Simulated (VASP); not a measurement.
# VAu (R-3m) in VASP: a series of runs

The runs below take VAu through single point, with PBEsol.

All numbers are computed with VASP 6.6.1; they aren't measurements. Logs are shortened: lines on timing, memory, paths and dates and some standing lists are left out, and cuts for length are marked.

## (1) The cell of the first run

Symmetry: R-3m, No. 166, trigonal system. Conventional cell: a = 2.821 Å, b = 2.821 Å, c = 13.833 Å, α = 90.00°, β = 90.00°, γ = 120.00°. V (site symmetry -3m) has 6 V at 2.82 Å and 6 Au at 2.82 Å within 3.7 Å. Within 3.7 Å of Au (site symmetry -3m) lie 6 Au at 2.82 Å and 6 V at 2.82 Å.

## (2) Single point, PBEsol, collinear spin, zero start

Input file INCAR:

```
PREC = Accurate
ENCUT = 500
EDIFF = 1E-6
ISMEAR = -1
SIGMA = 0.05
LREAL = F
LASPH = T
NELM = 200
ALGO = Normal
ISIF = 2
LWAVE = F
LCHARG = T
ISPIN = 2
MAGMOM = 0 0
LORBIT = 11
NUPDOWN = 0.0
LMAXMIX = 4
GGA = PS
LELF = T
LVHAR = T
NBANDS = 23
GGA_COMPAT = F
```

Input file KPOINTS:

```
regular mesh
0
Gamma
  14 14 14
```

Input file POSCAR:

```
VAu
1.0
    1.4104010158      0.8142954061      4.6110877943
   -1.4104010158      0.8142954061      4.6110877943
    0.0000000000     -1.6285908123      4.6110877943
V Au
1 1
Direct
    0.5000000000      0.5000000000      0.5000000000
    0.0000000000      0.0000000000      0.0000000000
```

Potentials or basis: VASP PAW PBE potentials, release 64 (V_sv, Au).

Started as:

```bash
$ cat potpaw_PBE.64/V_sv/POTCAR potpaw_PBE.64/Au/POTCAR > POTCAR
$ mpirun -np 1 vasp_std > vasp.out
```

OUTCAR:

```text
PREC = Accurate
   ENCUT = 500
   EDIFF = 1E-6
   ISMEAR = -1
   LREAL = F
   LASPH = T
   NELM = 200
   ISIF = 2
   ISPIN = 2
   LORBIT = 11
   NUPDOWN = 0.0
   GGA = PS

 ion  position               nearest neighbor table
   1  0.500  0.500  0.500-   2 2.82   2 2.82   2 2.82   2 2.82   2 2.82   2 2.82
   2  0.000  0.000  0.000-   1 2.82   1 2.82   1 2.82   1 2.82   1 2.82   1 2.82

  LATTYP: Found a trigonal (rhomboedric) cell.
 ALAT       =     4.8902391230
 COS(alpha) =     0.8336376570

  Lattice vectors:

 A1 = (   1.4104010158,   0.8142954061,   4.6110877943)
 A2 = (  -1.4104010158,   0.8142954061,   4.6110877943)
 A3 = (   0.0000000000,  -1.6285908123,   4.6110877943)

Analysis of symmetry for initial positions (statically):
=====================================================================
 Subroutine PRICEL returns:
 Original cell was already a primitive cell.

 Routine SETGRP: Setting up the symmetry group for a
 trigonal (rhombohedral) supercell.

 Subroutine GETGRP returns: Found 12 space group operations
 (whereof 12 operations were pure point group operations)
 out of a pool of 12 trial point group operations.

The static configuration has the point symmetry D_3d.

Analysis of symmetry for dynamics (positions and initial velocities):
=====================================================================
 Subroutine PRICEL returns:
 Original cell was already a primitive cell.

 Routine SETGRP: Setting up the symmetry group for a
 trigonal (rhombohedral) supercell.

 Subroutine GETGRP returns: Found 12 space group operations
 (whereof 12 operations were pure point group operations)
 out of a pool of 12 trial point group operations.

The dynamic configuration has the point symmetry D_3d.

Analysis of structural, dynamic, and magnetic symmetry:
=====================================================================
 Subroutine PRICEL returns:
 Original cell was already a primitive cell.

 Routine SETGRP: Setting up the symmetry group for a
 trigonal (rhombohedral) supercell.

 Subroutine GETGRP returns: Found 12 space group operations
 (whereof 12 operations were pure point group operations)
 out of a pool of 12 trial point group operations.

The overall configuration has the point symmetry D_3d.

 Subroutine INISYM returns: Found 12 space group operations
 (whereof 12 operations are pure point group operations),
 and found     1 'primitive' translations

[... 117 lines left out ...]
  Thomas-Fermi vector in A             =   2.603634
   LORBIT       =     11    0 simple, 1 ext, 2 COOP (PROOUT), +10 PAW based schemes
   GGA     = PS    functional components
   LHFCALC =     F    Hartree Fock is set to
   AEXX    =    0.0000 exact exchange contribution
   IVDW    =     0    specifies the selected vdW correction
   LEPSILON=     F    determine dielectric tensor
   LRPA    =     F    only Hartree local field effects (RPA)
 spin polarized calculation
  energy-cutoff  :      500.00
  volume of cell :       31.77
 maximum number of plane-waves:       821
   NGX = 17   NGY = 17   NGZ = 17

 number of electron      23.9999998 magnetization       0.0000000

 number of electron      23.9999998 magnetization      -0.0000000

 Free energy of the ion-electron system (eV)
  ---------------------------------------------------
  ext. energy  EPLUGINS =         0.00000000
  ---------------------------------------------------
  free energy    TOTEN  =       -13.18795725 eV

  energy without entropy =      -13.16665968  energy(sigma->0) =      -13.17730846

 E-fermi :   9.3705     XC(G=0): -12.7482

 val. band max:        9.3698654693   @ k =  -0.3571   0.2143   0.0714
 cond. band min:       9.3732026026   @ k =  -0.2143   0.0714   0.0000
 fundamental gap:      0.0033371334
 Fermi energy:         9.3704805239

 spin component 1

 k-point     1 :       0.0000    0.0000    0.0000
  band No.  band energies     occupation
      1     -54.7522      1.00000
      2     -28.8412      1.00000
      3     -28.3807      1.00000
      4     -28.3807      1.00000
      5       0.0283      1.00000
      6       2.8311      1.00000
[... 613 lines left out ...]
     22      28.1422      0.00000
     23      28.8329      0.00000

 [... further k-points ...]

 spin component 2

 k-point     1 :       0.0000    0.0000    0.0000
  band No.  band energies     occupation
      1     -54.7522      1.00000
      2     -28.8412      1.00000
      3     -28.3807      1.00000
      4     -28.3807      1.00000
      5       0.0283      1.00000
      6       2.8311      1.00000
[... 613 lines left out ...]
     22      28.1422      0.00000
     23      28.8329      0.00000

 [... further k-points ...]

------------------------ aborting loop because EDIFF is reached ----------------------------------------

  FORCE on cell =-STRESS in cart. coord.  units (eV):
  Direction    XX          YY          ZZ          XY          YZ          ZX
  --------------------------------------------------------------------------------------
  -------------------------------------------------------------------------------------
  Total       -1.9823319     -1.9823319     -1.4877814     -0.0000000      0.0000000      0.0000000
  in kB      -99.9557361    -99.9557361    -75.0188592     -0.0000000      0.0000000      0.0000000
  external PRESSURE =     -91.6434438 kB  Pullay stress =       0.0000000 kB

 VOLUME and BASIS-vectors are now :
 -----------------------------------------------------------------------------
  energy-cutoff  :      500.00
  volume of cell :       31.77
      direct lattice vectors                 reciprocal lattice vectors
     1.410401016  0.814295406  4.611087794     0.354509104  0.204675926  0.072289522
    -1.410401016  0.814295406  4.611087794    -0.354509104  0.204675926  0.072289522
     0.000000000 -1.628590812  4.611087794     0.000000000 -0.409351853  0.072289522

 POSITION                                       TOTAL-FORCE (eV/Angst)
 -----------------------------------------------------------------------------------
      0.00000     -0.00000      6.91663        -0.000000      0.000000     -0.000000
      0.00000      0.00000      0.00000         0.000000     -0.000000      0.000000
 -----------------------------------------------------------------------------------
    total drift:                                0.000000     -0.000000      0.000000

  FREE ENERGIE OF THE ION-ELECTRON SYSTEM (eV)
  ---------------------------------------------------
  free  energy   TOTEN  =       -13.1879572462 eV

  energy  without entropy=      -13.1666596778  energy(sigma->0) =      -13.17730846

 total charge

# of ion       s       p       d       tot
------------------------------------------
    1        2.274   6.159   2.946  11.379
    2        0.634   0.500   8.625   9.759
--------------------------------------------------
tot          2.908   6.659  11.571  21.138

 magnetization (x)

# of ion       s       p       d       tot
------------------------------------------
    1        0.000  -0.000  -0.000  -0.000
    2        0.000   0.000   0.000   0.000
--------------------------------------------------
tot          0.000  -0.000   0.000   0.000
```

stdout:

```text
POSCAR found type information on POSCAR V Au
 POSCAR found :  2 types and       2 ions
 scaLAPACK will be used
 -----------------------------------------------------------------------------
|                                                                             |
|                                                                             |
|     You enforced a specific xc type in the INCAR file but a different       |
|     I HOPE YOU KNOW WHAT YOU ARE DOING!                                     |
|                                                                             |
 -----------------------------------------------------------------------------

 LDA part: xc-table for (Slater+PW92), standard interpolation
 POSCAR, INCAR and KPOINTS ok, starting setup
 FFT: planning ... GRIDC
 FFT: planning ... GRID_SOFT
 FFT: planning ... GRID
 WAVECAR not read
 entering main loop
```

Run time: 18 min. Hardware: 1 thread of Oxide Virtual Turin-like, shared host; peak memory 0.44 GiB.

Results:

```
Free energy                                           : -13.1880 eV
Pressure                                              : -9.2 GPa
Net moment                                            : 0.00 μB per cell
Valence electrons inside the program's atomic spheres : V 11.38; Au 9.76
```

Stress tensor (GPa, compression positive):
```
-10.00   0.00   0.00
  0.00 -10.00   0.00
  0.00   0.00  -7.50
```

Caveat: the cell stands under tension; the PAW data sets were made with another functional, which shifts forces and pressure a little; spin-orbit coupling is left out, which moves the levels of the heavy elements; the total moment is fixed, so each spin has its own Fermi level.

## (3) Single point, PBEsol, collinear spin, zero start

Input file INCAR:

```
SYSTEM = VAu
PREC = Accurate ; ENCUT = 500
EDIFF = 1E-6 ; ISMEAR = -1
SIGMA = 0.05 ; LREAL = .False.
LASPH = .True. ; NELM = 200
ALGO = Normal ; ISIF = 2
LWAVE = .False. ; LCHARG = .False.
ISPIN = 2 ; MAGMOM = 0 0
LORBIT = 11 ; NUPDOWN = 0.0
LMAXMIX = 4 ; GGA = PS
NBANDS = 23 ; GGA_COMPAT = .False.
```

Input file KPOINTS:

```
regular mesh
0
Gamma
  14 14 14
  0 0 0
```

POSCAR is that of step 2.

Potentials or basis: VASP PAW PBE potentials, release 64 (V_sv, Au).

Started as:

```bash
$ cat potpaw_PBE.64/V_sv/POTCAR potpaw_PBE.64/Au/POTCAR > POTCAR
$ mpirun -np 1 vasp_std > vasp.out
```

Run time: 18 min. Hardware: 1 thread of Oxide Virtual Turin-like, shared host; peak memory 0.44 GiB.

It converged, with:

```
Free energy                                           : -13.1880 eV
Pressure                                              : -9.2 GPa
Net moment                                            : 0.00 μB per cell
Valence electrons inside the program's atomic spheres : V 11.38; Au 9.76
```

Stress tensor (GPa, compression positive):
```
-10.00   0.00   0.00
  0.00 -10.00   0.00
  0.00   0.00  -7.50
```

Caveat: the cell stands under tension; the PAW data sets were made with another functional, which shifts forces and pressure a little; spin-orbit coupling is left out, which moves the levels of the heavy elements; the total moment is fixed, so each spin has its own Fermi level.
